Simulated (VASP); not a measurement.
# Gd (Im-3m) in VASP: a series of runs

The runs below take Gd through single point, relaxation of cell and atoms, with r2SCAN.

Program: VASP 6.6.1. These are calculated values, not measurements. Logs are shortened: lines on timing, memory, paths and dates and some standing lists are left out, and cuts for length are marked.

### Step 1. The cell of the first run

Symmetry: Im-3m, No. 229, cubic system. Conventional cell: a = 3.990 Å, b = 3.990 Å, c = 3.990 Å, α = 90.00°, β = 90.00°, γ = 90.00°. Within 4.5 Å of Gd (site symmetry m-3m) lie 14 Gd at 3.46 to 3.99 Å.

This isn't the form of Gd at room conditions, which is hcp.

### Step 2. Single point, r2SCAN, collinear spin, ferromagnetic start

Contents of POSCAR:

```
Gd
1.0
   -1.9948903351      1.9948903351      1.9948903351
    1.9948903351     -1.9948903351      1.9948903351
    1.9948903351      1.9948903351     -1.9948903351
Gd
1
Direct
    0.0000000000      0.0000000000      0.0000000000
```

Contents of INCAR.step1:

```
SYSTEM = Gd
  ALGO = Normal
  EDIFF = 1E-4
  ENCUT = 520
  GGA = PE
  ISMEAR = -1
  ISPIN = 2
  LASPH = .True.
  LCHARG = .False.
  LMAXMIX = 6
  LREAL = .False.
  LWAVE = .True.
  MAGMOM = 7
  NBANDS = 19
  NELM = 150
  PREC = Accurate
  SIGMA = 0.05
```

Contents of INCAR.step2:

```
SYSTEM = Gd
  ALGO = Normal
  EDIFF = 1E-6
  ENCUT = 520
  ISIF = 2
  ISMEAR = -1
  ISPIN = 2
  ISTART = 1
  LASPH = .True.
  LCHARG = .False.
  LMAXMIX = 6
  LMIXTAU = .True.
  LORBIT = 11
  LREAL = .False.
  LWAVE = .False.
  MAGMOM = 7
  METAGGA = R2SCAN
  NBANDS = 19
  NELM = 150
  PREC = Accurate
  SIGMA = 0.05
```

Contents of KPOINTS:

```
k-points
0
Gamma
  9 9 9
  0 0 0
```

Potentials or basis: VASP PAW PBE potentials, release 64 (Gd).

On the command line:

```console
$ cat potpaw_PBE.64/Gd/POTCAR > POTCAR
$ cp INCAR.step1 INCAR
$ mpirun -np 1 vasp_std > vasp.out
$ cp INCAR.step2 INCAR
$ mpirun -np 1 vasp_std > vasp.out
```

OUTCAR:

```text
SYSTEM = Gd
   EDIFF = 1E-6
   ENCUT = 520
   ISIF = 2
   ISMEAR = -1
   ISPIN = 2
   ISTART = 1
   LASPH = .True.
   LORBIT = 11
   LREAL = .False.
   METAGGA = R2SCAN
   NELM = 150
   PREC = Accurate

 ion  position               nearest neighbor table
   1  0.000  0.000  0.000-

  LATTYP: Found a body centered cubic cell.
 ALAT       =     3.9897806702

  Lattice vectors:

 A1 = (  -1.9948903351,   1.9948903351,   1.9948903351)
 A2 = (   1.9948903351,  -1.9948903351,   1.9948903351)
 A3 = (   1.9948903351,   1.9948903351,  -1.9948903351)

Analysis of symmetry for initial positions (statically):
=====================================================================
 Subroutine PRICEL returns:
 Original cell was already a primitive cell.

 Routine SETGRP: Setting up the symmetry group for a
 body centered cubic supercell.

 Subroutine GETGRP returns: Found 48 space group operations
 (whereof 48 operations were pure point group operations)
 out of a pool of 48 trial point group operations.

The static configuration has the point symmetry O_h .

Analysis of symmetry for dynamics (positions and initial velocities):
=====================================================================
 Subroutine PRICEL returns:
 Original cell was already a primitive cell.

 Routine SETGRP: Setting up the symmetry group for a
 body centered cubic supercell.

 Subroutine GETGRP returns: Found 48 space group operations
 (whereof 48 operations were pure point group operations)
 out of a pool of 48 trial point group operations.

The dynamic configuration has the point symmetry O_h .

Analysis of structural, dynamic, and magnetic symmetry:
=====================================================================
 Subroutine PRICEL returns:
 Original cell was already a primitive cell.

 Routine SETGRP: Setting up the symmetry group for a
 body centered cubic supercell.

 Subroutine GETGRP returns: Found 48 space group operations
 (whereof 48 operations were pure point group operations)
 out of a pool of 48 trial point group operations.

The overall configuration has the point symmetry O_h .

 Subroutine INISYM returns: Found 48 space group operations
 (whereof 48 operations are pure point group operations),
 and found     1 'primitive' translations

----------------------------------------------------------------------------------------

                                     Primitive cell

  volume of cell :      31.7554

  direct lattice vectors                    reciprocal lattice vectors
    -1.994890335  1.994890335  1.994890335     0.000000000  0.250640344  0.250640344
[... 101 lines left out ...]
   IALGO  =     38    algorithm
   IMIX   =      4    mixing-type and parameters
     AMIX     =   0.40;   BMIX     =  1.00
     AMIX_MAG =   1.60;   BMIX_MAG =  1.00
  volume/ion in A,a.u.               =      31.76       214.30
  Fermi-wavevector in a.u.,A,eV,Ry     =   1.354857  2.560308 24.975347  1.835636
  Thomas-Fermi vector in A             =   2.481993
   LORBIT       =     11    0 simple, 1 ext, 2 COOP (PROOUT), +10 PAW based schemes
   METAGGA = R2SCAN    functional components
   LHFCALC =     F    Hartree Fock is set to
   AEXX    =    0.0000 exact exchange contribution
   IVDW    =     0    specifies the selected vdW correction
   LEPSILON=     F    determine dielectric tensor
   LRPA    =     F    only Hartree local field effects (RPA)
 spin polarized calculation
  energy-cutoff  :      520.00
  volume of cell :       31.76
 maximum number of plane-waves:       887
 NGX is ok and might be reduce to    28
   NGX = 13   NGY = 13   NGZ = 13

 number of electron      17.9999995 magnetization       7.9645575

 Free energy of the ion-electron system (eV)
  ---------------------------------------------------
  ext. energy  EPLUGINS =         0.00000000
  ---------------------------------------------------
  free energy    TOTEN  =       -40.94301070 eV

  energy without entropy =      -40.92908380  energy(sigma->0) =      -40.93604725

 E-fermi :   3.1657     XC(G=0): -10.8519

 val. band max:        3.1556272108   @ k =  -0.4444   0.4444   0.1111
 cond. band min:       3.1876106568   @ k =   0.2222   0.2222   0.1111
 fundamental gap:      0.0319834460
 Fermi energy:         3.1657096007

 spin component 1

 k-point     1 :       0.0000    0.0000    0.0000
  band No.  band energies     occupation
      1     -43.9587      1.00000
      2     -20.2448      1.00000
      3     -20.2448      1.00000
      4     -20.2447      1.00000
      5      -2.5145      1.00000
      6      -2.5145      1.00000
[... 517 lines left out ...]
     18      11.4781      0.00000
     19      13.9664      0.00000

 [... further k-points ...]

 spin component 2

 k-point     1 :       0.0000    0.0000    0.0000
  band No.  band energies     occupation
      1     -40.0158      1.00000
      2     -17.3519      1.00000
      3     -17.3519      1.00000
      4     -17.3519      1.00000
      5      -0.9181      1.00000
      6       4.5737      0.00000
[... 517 lines left out ...]
     18      13.5787      0.00000
     19      15.8363      0.00000

 [... further k-points ...]

------------------------ aborting loop because EDIFF is reached ----------------------------------------

  FORCE on cell =-STRESS in cart. coord.  units (eV):
  Direction    XX          YY          ZZ          XY          YZ          ZX
  --------------------------------------------------------------------------------------
  -------------------------------------------------------------------------------------
  Total        0.3984841      0.3984841      0.3984841      0.0000000      0.0000000     -0.0000000
  in kB       20.1050191     20.1050191     20.1050191      0.0000000      0.0000000     -0.0000000
  external PRESSURE =      20.1050191 kB  Pullay stress =       0.0000000 kB

 VOLUME and BASIS-vectors are now :
 -----------------------------------------------------------------------------
  energy-cutoff  :      520.00
  volume of cell :       31.76
      direct lattice vectors                 reciprocal lattice vectors
    -1.994890335  1.994890335  1.994890335     0.000000000  0.250640344  0.250640344
     1.994890335 -1.994890335  1.994890335     0.250640344  0.000000000  0.250640344
     1.994890335  1.994890335 -1.994890335     0.250640344  0.250640344  0.000000000

 POSITION                                       TOTAL-FORCE (eV/Angst)
 -----------------------------------------------------------------------------------
      0.00000      0.00000      0.00000         0.000000      0.000000      0.000000
 -----------------------------------------------------------------------------------
    total drift:                                0.000000     -0.000000      0.000000

  FREE ENERGIE OF THE ION-ELECTRON SYSTEM (eV)
  ---------------------------------------------------
  free  energy   TOTEN  =       -40.9430107037 eV

  energy  without entropy=      -40.9290837980  energy(sigma->0) =      -40.93604725

 total charge

# of ion       s       p       d       f       tot
--------------------------------------------------
    1        2.076   5.595   0.627   6.926  15.223

 magnetization (x)

# of ion       s       p       d       f       tot
--------------------------------------------------
    1        0.002  -0.095   0.307   6.896   7.110
```

OUTCAR.step1:

```text
SYSTEM = Gd
   EDIFF = 1E-4
   ENCUT = 520
   GGA = PE
   ISMEAR = -1
   ISPIN = 2
   LASPH = .True.
[... 1293 lines left out ...]
 -----------------------------------------------------------------------------------
      0.00000      0.00000      0.00000        -0.000000     -0.000000      0.000000
 -----------------------------------------------------------------------------------
    total drift:                                0.000000      0.000000      0.000000

  FREE ENERGIE OF THE ION-ELECTRON SYSTEM (eV)
  ---------------------------------------------------
  free  energy   TOTEN  =       -11.6277732526 eV

  energy  without entropy=      -11.6156472340  energy(sigma->0) =      -11.62171024
```

Run time: 3.5 min. Hardware: 1 thread of Oxide Virtual Turin-like, shared host; peak memory 0.18 GiB.

What came out:

```
Free energy                                           : -40.9430 eV
Pressure                                              : 2.0 GPa
Band gap on the k mesh                                : zero (filled and empty bands overlap)
Net moment                                            : 7.96 μB per cell
Site moments                                          : Gd +7.11 μB
Valence electrons inside the program's atomic spheres : Gd 15.22
```

Caveat: the PAW data sets were made with another functional, which shifts forces and pressure a little; spin-orbit coupling is left out, which moves the levels of the heavy elements; semilocal functionals describe open f shells poorly, which spoils levels, moments and volumes.

### Step 3. Single point, r2SCAN, collinear spin, ferromagnetic start

This run uses another cell than the first one, of 33.59 Å³/atom.

Contents of POSCAR:

```
Gd
1.0
   -2.0326384651      2.0326384651      2.0326384651
    2.0326384651     -2.0326384651      2.0326384651
    2.0326384651      2.0326384651     -2.0326384651
Gd
1
Direct
    0.0000000000      0.0000000000      0.0000000000
```

Contents of INCAR.step1:

```
ALGO = Normal
EDIFF = 1E-4
ENCUT = 520
GGA = PE
ISMEAR = -1
ISPIN = 2
LASPH = T
LCHARG = F
LMAXMIX = 6
LREAL = F
LWAVE = T
MAGMOM = 7
NBANDS = 19
NELM = 150
PREC = Accurate
SIGMA = 0.05
```

Contents of INCAR.step2:

```
ALGO = Normal
EDIFF = 1E-6
ENCUT = 520
ISIF = 2
ISMEAR = -1
ISPIN = 2
ISTART = 1
LASPH = T
LCHARG = F
LMAXMIX = 6
LMIXTAU = T
LORBIT = 11
LREAL = F
LWAVE = F
MAGMOM = 7
METAGGA = R2SCAN
NBANDS = 19
NELM = 150
PREC = Accurate
SIGMA = 0.05
```

Contents of KPOINTS:

```
k-points
0
Gamma
  9 9 9
```

Potentials or basis: VASP PAW PBE potentials, release 64 (Gd).

On the command line:

```console
$ cat potpaw_PBE.64/Gd/POTCAR > POTCAR
$ cp INCAR.step1 INCAR
$ mpirun -np 1 vasp_std > vasp.out
$ cp INCAR.step2 INCAR
$ mpirun -np 1 vasp_std > vasp.out
```

It took 4.4 min on 1 thread of Oxide Virtual Turin-like, shared host; peak memory 0.18 GiB.

The run converged. Its results:

| Property | Result |
| --- | --- |
| Free energy | -40.9548 eV |
| Pressure | 0.0 GPa |
| Band gap on the k mesh | zero (filled and empty bands overlap) |
| Net moment | 7.98 μB per cell |
| Site moments | Gd +7.10 μB |
| Valence electrons inside the program's atomic spheres | Gd 15.19 |

Levels at points of the mesh, in eV from the Fermi level:
Spin up:
```csv
k point,band 9,band 10,band 11,band 12,band 13,band 14,band 15,band 16,band 17,band 18
"(0.00, 0.00, 0.00)",-5.66,-5.66,-5.64,-5.56,1.33,1.33,1.33,3.59,3.59,10.62
```
Spin down:
```tsv
k point	band 2	band 3	band 4	band 5	band 6	band 7	band 8	band 9
(0.00, 0.00, 0.00)	-20.68	-20.68	-20.68	-4.01	1.33	1.33	1.33	1.66
```

Caveat: the PAW data sets were made with another functional, which shifts forces and pressure a little; spin-orbit coupling is left out, which moves the levels of the heavy elements; semilocal functionals describe open f shells poorly, which spoils levels, moments and volumes.

### Step 4. Relaxation of cell and atoms, r2SCAN, collinear spin, ferromagnetic start

This run uses another cell than the first one, of 33.22 Å³/atom.

Contents of POSCAR:

```
Gd
1.0
   -2.0250000000      2.0250000000      2.0250000000
    2.0250000000     -2.0250000000      2.0250000000
    2.0250000000      2.0250000000     -2.0250000000
Gd
1
Direct
    0.0000000000      0.0000000000      0.0000000000
```

Contents of INCAR.step1:

```
SYSTEM = Gd
  PREC = Accurate
  ENCUT = 600
  ISMEAR = -1
  SIGMA = 0.05
  LREAL = .FALSE.
  LASPH = .TRUE.
  NELM = 150
  ISPIN = 2
  MAGMOM = 7
  LMAXMIX = 6
  GGA = PE
  ALGO = Normal
  EDIFF = 1E-4
  LWAVE = .TRUE.
  LCHARG = .FALSE.
```

Contents of INCAR.step2:

```
SYSTEM = Gd
  PREC = Accurate
  ENCUT = 600
  EDIFF = 1E-6
  ISMEAR = -1
  SIGMA = 0.05
  LREAL = .FALSE.
  LASPH = .TRUE.
  NELM = 150
  ALGO = Normal
  ISIF = 3
  LWAVE = .FALSE.
  LCHARG = .FALSE.
  ISPIN = 2
  MAGMOM = 7
  LORBIT = 11
  LMAXMIX = 6
  METAGGA = R2SCAN
  LMIXTAU = .TRUE.
  IBRION = 2
  NSW = 60
  EDIFFG = -0.01
  ISTART = 1
```

Contents of KPOINTS:

```
Automatic mesh
0
G
  9 9 9
  0 0 0
```

On the command line:

```console
$ cat potpaw_PBE.64/Gd/POTCAR > POTCAR
$ cp INCAR.step1 INCAR
$ mpirun -np 1 vasp_std > vasp.out
$ cp INCAR.step2 INCAR
$ mpirun -np 1 vasp_std > vasp.out
```

Wall time 5.1 min (1 thread of Oxide Virtual Turin-like, shared host); peak memory 0.19 GiB.

The run converged. Its results:

```
Free energy                                           : -40.9568 eV
Relaxed volume                                        : 33.57 Å³/atom
Relaxed cell                                          : a = 3.520 Å, b = 3.520 Å, c = 3.520 Å, α = 109.47°, β = 109.47°, γ = 109.47°
Space group after relaxing (to 0.1 Å)                 : Im-3m (No. 229)
Energy gained by relaxing                             : 0.4 meV/atom
Ionic steps                                           : 2
Pressure after relaxing                               : 0.0 GPa
Band gap on the k mesh                                : zero (filled and empty bands overlap)
Net moment                                            : 7.98 μB per cell
Site moments                                          : Gd +7.10 μB
Valence electrons inside the program's atomic spheres : Gd 15.19
```

The path:
```
step  energy change (eV)  largest force (eV/Å)  pressure (GPa)  volume (Å³)
   1              0.0000                0.0000            0.36        33.22
   2             -0.0004                0.0000            0.03        33.57
```

Final structure:
```
CELL_PARAMETERS angstrom
-2.03223 2.03223 2.03223
2.03223 -2.03223 2.03223
2.03223 2.03223 -2.03223
ATOMIC_POSITIONS crystal
Gd 0.00000 0.00000 0.00000
```

Levels at points of the mesh, in eV from the Fermi level:
Spin up:
```
           k point  band 10  band 11  band 12  band 13  band 14  band 15  band 16  band 17
(0.00, 0.00, 0.00)    -5.66    -5.63    -5.56     1.33     1.33     1.33     3.59     3.59
```
Spin down:
```csv
k point,band 2,band 3,band 4,band 5,band 6,band 7,band 8,band 9
"(0.00, 0.00, 0.00)",-20.68,-20.68,-20.68,-4.02,1.33,1.33,1.33,1.66
```

Caveat: the PAW data sets were made with another functional, which shifts forces and pressure a little; spin-orbit coupling is left out, which moves the levels of the heavy elements; semilocal functionals describe open f shells poorly, which spoils levels, moments and volumes.

### Step 5. Summary

```tsv
task	cell	cutoff (eV)	gap on the mesh (eV)	pressure (GPa)	moment (μB)
single point	a = 3.455 Å, angles 109.5°, 1 atom	520	none	2.0	7.96
single point	a = 3.521 Å, angles 109.5°, 1 atom	520	none	0.0	7.98
relaxation of cell and atoms	relaxed from a = 3.507 Å, angles 109.5°, 1 atom	600	none	0.0	7.98
```

Alike in all rows: level r2SCAN; potentials or basis VASP PAW PBE potentials, release 64 (Gd); spin collinear, ferromagnetic start; k mesh 9 × 9 × 9; smearing fermi-dirac 0.05 eV.

Caveats: the PAW data sets were made with another functional, which shifts forces and pressure a little; spin-orbit coupling is left out, which moves the levels of the heavy elements; semilocal functionals describe open f shells poorly, which spoils levels, moments and volumes.

Absolute energies hang on the potentials; compare differences alone.

The gap in the log of VASP goes by the Fermi energy; the results here count the filled bands.